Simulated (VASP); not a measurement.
# CaSe (I4/mmm) in VASP: single point with r2SCAN

Aim: the single point of CaSe with r2SCAN.

All numbers are computed with VASP 6.6.1; they aren't measurements. Logs are shortened: lines on timing, memory, paths and dates and some standing lists are left out, and cuts for length are marked.

### Step 1. The cell of the first run

It takes space group I4/mmm (No. 139, tetragonal). Conventional cell: a = 4.280 Å, b = 4.280 Å, c = 5.864 Å, α = 90.00°, β = 90.00°, γ = 90.00°. Within 3.9 Å of Ca (site symmetry 4/mmm) lie 6 Se at 2.93 to 3.03 Å. Se (site symmetry 4/mmm) has 6 Ca at 2.93 to 3.03 Å within 3.9 Å.

### Step 2. Single point, r2SCAN (in-plane strain +0.02)

Contents of POSCAR:

```
CaSe
1.0
    3.0267275583      3.0267275583      0.0000000000
   -3.0267275583      3.0267275583      0.0000000000
    0.0000000000      3.0267275583      2.9317713996
Ca Se
1 1
Direct
    0.0000000000      0.0000000000      0.0000000000
    0.5000000000      0.5000000000      0.0000000000
```

Contents of INCAR.step1:

```
SYSTEM = CaSe
  PREC = Accurate
  ENCUT = 520
  ISMEAR = 0
  SIGMA = 0.01
  LREAL = .False.
  LASPH = .True.
  NELM = 100
  NBANDS = 15
  GGA = PE
  ALGO = Normal
  EDIFF = 1E-4
  LWAVE = .True.
  LCHARG = .False.
```

Contents of INCAR.step2:

```
SYSTEM = CaSe
  PREC = Accurate
  ENCUT = 520
  EDIFF = 1E-7
  ISMEAR = 0
  SIGMA = 0.01
  LREAL = .False.
  LASPH = .True.
  NELM = 100
  ALGO = Normal
  ISIF = 2
  LWAVE = .False.
  LCHARG = .False.
  METAGGA = R2SCAN
  LMIXTAU = .True.
  NBANDS = 15
  ISTART = 1
```

Contents of KPOINTS:

```
regular mesh
0
Gamma
  8 8 8
  0 0 0
```

Potentials or basis: VASP PAW PBE potentials, release 64 (Ca_sv, Se).

Launch:

```bash
$ cat potpaw_PBE.64/Ca_sv/POTCAR potpaw_PBE.64/Se/POTCAR > POTCAR
$ cp INCAR.step1 INCAR
$ mpirun -np 1 vasp_std > vasp.out
$ cp INCAR.step2 INCAR
$ mpirun -np 1 vasp_std > vasp.out
```

OUTCAR:

```text
SYSTEM = CaSe
   PREC = Accurate
   ENCUT = 520
   EDIFF = 1E-7
   ISMEAR = 0
   LREAL = .False.
   LASPH = .True.
   NELM = 100
   ISIF = 2
   METAGGA = R2SCAN
   ISTART = 1

 ion  position               nearest neighbor table
   1  0.000  0.000  0.000-   2 2.93   2 2.93
   2  0.500  0.500  0.000-   1 2.93   1 2.93

  LATTYP: Found a body centered tetragonal cell.
 ALAT       =     4.2804391626
 C/A-ratio  =     1.3698460781

  Lattice vectors:

 A1 = (   3.0267275583,   0.0000000000,  -2.9317713996)
 A2 = (  -3.0267275583,   0.0000000000,  -2.9317713996)
 A3 = (   0.0000000000,   3.0267275583,   2.9317713996)

Analysis of symmetry for initial positions (statically):
=====================================================================
 Subroutine PRICEL returns:
 Original cell was already a primitive cell.

 Routine SETGRP: Setting up the symmetry group for a
 body centered tetragonal supercell.

 Subroutine GETGRP returns: Found 16 space group operations
 (whereof 16 operations were pure point group operations)
 out of a pool of 16 trial point group operations.

The static configuration has the point symmetry D_4h.

Analysis of symmetry for dynamics (positions and initial velocities):
=====================================================================
 Subroutine PRICEL returns:
 Original cell was already a primitive cell.

 Routine SETGRP: Setting up the symmetry group for a
 body centered tetragonal supercell.

 Subroutine GETGRP returns: Found 16 space group operations
 (whereof 16 operations were pure point group operations)
 out of a pool of 16 trial point group operations.

The dynamic configuration has the point symmetry D_4h.

 Subroutine INISYM returns: Found 16 space group operations
 (whereof 16 operations are pure point group operations),
 and found     1 'primitive' translations

----------------------------------------------------------------------------------------

                                     Primitive cell

  volume of cell :      53.7164

  direct lattice vectors                    reciprocal lattice vectors
     3.026727558  3.026727558  0.000000000     0.165194914  0.165194914 -0.170545357
    -3.026727558  3.026727558  0.000000000    -0.165194914  0.165194914 -0.170545357
     0.000000000  3.026727558  2.931771400     0.000000000  0.000000000  0.341090714

  length of vectors
     4.280439163  4.280439163  4.213829998     0.289248057  0.289248057  0.341090714

  position of ions in fractional coordinates (direct lattice)
     0.000000000  0.000000000  0.000000000
[... 89 lines left out ...]
   NELECT =      16.0000    total number of electrons
   NUPDOWN=      -1.0000    fix difference up-down
   EMIN   =  10.00;   EMAX   =-10.00  energy-range for DOS
   EFERMI =   0.00;   METHOD = LEGACY
   ISMEAR =     0;   SIGMA  =   0.01  broadening in eV -4-tet -1-fermi 0-gaus
   EFERMI_NEDOS =   21; number of points for ismear=-14 and -15
   IALGO  =     38    algorithm
   IMIX   =      4    mixing-type and parameters
     AMIX     =   0.40;   BMIX     =  1.00
     AMIX_MAG =   1.60;   BMIX_MAG =  1.00
  volume/ion in A,a.u.               =      26.86       181.25
  Fermi-wavevector in a.u.,A,eV,Ry     =   1.093317  2.066069 16.263601  1.195341
  Thomas-Fermi vector in A             =   2.229599
   LORBIT       =      0    0 simple, 1 ext, 2 COOP (PROOUT), +10 PAW based schemes
   METAGGA = R2SCAN    functional components
   LHFCALC =     F    Hartree Fock is set to
   AEXX    =    0.0000 exact exchange contribution
   IVDW    =     0    specifies the selected vdW correction
   LEPSILON=     F    determine dielectric tensor
   LRPA    =     F    only Hartree local field effects (RPA)
 non-spin polarized calculation
 Gauss-broadening in eV      SIGMA  =   0.01
  energy-cutoff  :      520.00
  volume of cell :       53.72
 maximum number of plane-waves:      1482
   NGX = 15   NGY = 15   NGZ = 15

 number of electron      15.9999999 magnetization

 Free energy of the ion-electron system (eV)
  ---------------------------------------------------
  ext. energy  EPLUGINS =         0.00000000
  ---------------------------------------------------
  free energy    TOTEN  =       -25.96499909 eV

  energy without entropy =      -25.96499909  energy(sigma->0) =      -25.96499909

 E-fermi :   1.9748     XC(G=0):  -9.4120

 val. band max:        1.9355953321   @ k =   0.0000   0.0000   0.0000
 cond. band min:       4.4948179413   @ k =   0.0000   0.0000   0.5000
 fundamental gap:      2.5592226092
 Fermi energy:         1.9747932078

 k-point     1 :       0.0000    0.0000    0.0000
  band No.  band energies     occupation
      1     -39.4811      2.00000
      2     -19.5893      2.00000
      3     -19.5893      2.00000
      4     -19.5791      2.00000
      5     -10.1368      2.00000
      6       1.9277      2.00000
      7       1.9277      2.00000
      8       1.9356      2.00000
      9       5.8019      0.00000
     10       6.1022      0.00000
     11       6.1023      0.00000
     12       6.3047      0.00000
     13       6.6796      0.00000
     14       6.8419      0.00000
[... 401 lines left out ...]
      2     -19.6451      2.00000
      3     -19.5946      2.00000
      4     -19.5937      2.00000
      5      -9.7228      2.00000
      6      -0.2925      2.00000
      7       1.0377      2.00000
      8       1.0704      2.00000
      9       6.4673      0.00000
     10       6.9032      0.00000
     11       7.6062      0.00000
     12       7.7169      0.00000
     13       8.5959      0.00000
     14       8.9955      0.00000
     15      11.7480      0.00000

 [... further k-points ...]

------------------------ aborting loop because EDIFF is reached ----------------------------------------

  FORCE on cell =-STRESS in cart. coord.  units (eV):
  Direction    XX          YY          ZZ          XY          YZ          ZX
  --------------------------------------------------------------------------------------
  -------------------------------------------------------------------------------------
  Total       -0.6622623     -0.6622623      0.3169217      0.0000000      0.0000000     -0.0000000
  in kB      -19.7530372    -19.7530372      9.4526993      0.0000000      0.0000000     -0.0000000
  external PRESSURE =     -10.0177917 kB  Pullay stress =       0.0000000 kB

 VOLUME and BASIS-vectors are now :
 -----------------------------------------------------------------------------
  energy-cutoff  :      520.00
  volume of cell :       53.72
      direct lattice vectors                 reciprocal lattice vectors
     3.026727558  3.026727558  0.000000000     0.165194914  0.165194914 -0.170545357
    -3.026727558  3.026727558  0.000000000    -0.165194914  0.165194914 -0.170545357
     0.000000000  3.026727558  2.931771400     0.000000000  0.000000000  0.341090714

 POSITION                                       TOTAL-FORCE (eV/Angst)
 -----------------------------------------------------------------------------------
      0.00000      0.00000      0.00000         0.000000     -0.000000      0.000000
      0.00000      3.02673      0.00000        -0.000000      0.000000      0.000000
 -----------------------------------------------------------------------------------
    total drift:                                0.000000     -0.000000     -0.000000

  FREE ENERGIE OF THE ION-ELECTRON SYSTEM (eV)
  ---------------------------------------------------
  free  energy   TOTEN  =       -25.9649990866 eV

  energy  without entropy=      -25.9649990866  energy(sigma->0) =      -25.96499909
```

OUTCAR.step1:

```text
SYSTEM = CaSe
   PREC = Accurate
   ENCUT = 520
   ISMEAR = 0
   LREAL = .False.
   LASPH = .True.
[... 654 lines left out ...]
      0.00000      0.00000      0.00000         0.000000      0.000000      0.000000
      0.00000      3.02673      0.00000        -0.000000     -0.000000      0.000000
 -----------------------------------------------------------------------------------
    total drift:                                0.000000     -0.000000     -0.000000

  FREE ENERGIE OF THE ION-ELECTRON SYSTEM (eV)
  ---------------------------------------------------
  free  energy   TOTEN  =        -9.4752960794 eV

  energy  without entropy=       -9.4752960794  energy(sigma->0) =       -9.47529608
```

OSZICAR.step1:

```text
N       E                     dE             d eps       ncg     rms          rms(c)
DAV:   1     0.107811704820E+03    0.10781E+03   -0.73547E+03  1770   0.974E+02
DAV:   2    -0.497920689510E+01   -0.11279E+03   -0.10704E+03  2183   0.244E+02
DAV:   3    -0.939942673444E+01   -0.44202E+01   -0.43796E+01  2397   0.463E+01
DAV:   4    -0.962379473280E+01   -0.22437E+00   -0.22423E+00  2458   0.855E+00
DAV:   5    -0.962546084435E+01   -0.16661E-02   -0.16659E-02  2390   0.802E-01    0.427E+00
DAV:   6    -0.947775910236E+01    0.14770E+00   -0.20127E-01  2057   0.234E+00    0.252E+00
DAV:   7    -0.947091556950E+01    0.68435E-02   -0.10180E-01  2304   0.199E+00    0.830E-01
DAV:   8    -0.947520054633E+01   -0.42850E-02   -0.12490E-02  1833   0.850E-01    0.119E-01
DAV:   9    -0.947529607943E+01   -0.95533E-04   -0.67262E-04  2334   0.255E-01
   1 F= -.94752961E+01 E0= -.94752961E+01  d E =-.485872E-18
```

It took 56 s on 1 thread of Intel Xeon 6975P-C (Granite Rapids), shared host; peak memory 0.21 GiB.

Results:

* Free energy: -25.9650 eV
* Pressure: -1.0 GPa
* Band gap on the k mesh: 2.56 eV (least direct gap 3.42 eV)

Caveat: the cell differs from its parent crystal (in-plane strain +0.02); the PAW data sets were made with another functional, which shifts forces and pressure a little.
